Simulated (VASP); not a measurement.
The system is TaC.

```
Ta C
1.0
     0.00000    2.22300    2.22300
     2.22300    0.00000    2.22300
     2.22300    2.22300    0.00000
Ta C
1 1
Direct
  0.00000 0.00000 0.00000
  0.50000 0.50000 0.50000
```

Base run:

- Program: VASP 6.6.1
- Functional: revPBE
- Potentials or basis: VASP PAW PBE potentials, release 64 (Ta_pv, C)
- Cutoff: 600 eV
- k mesh: 9 × 9 × 9
- Occupations: methfessel-paxton, width 0.1 eV
- Spin: no spin polarisation

Its results: band gap on the k mesh zero (an odd number of electrons rules out a gap without spin polarisation); pressure 10.7 GPa.

Problem. The run is repeated on the same cell with these changes: functional from revPBE to PBEsol. What comes out?

Solution. Band gap on the k mesh zero (an odd number of electrons rules out a gap without spin polarisation); pressure -0.4 GPa.

PBEsol binds more tightly than revPBE, so the same cell stands under less pressure.

Caveats: the PAW data sets were made with another functional, which shifts forces and pressure a little; spin-orbit coupling is left out, which moves the levels of the heavy elements; the cell stands under pressure (at least some runs).
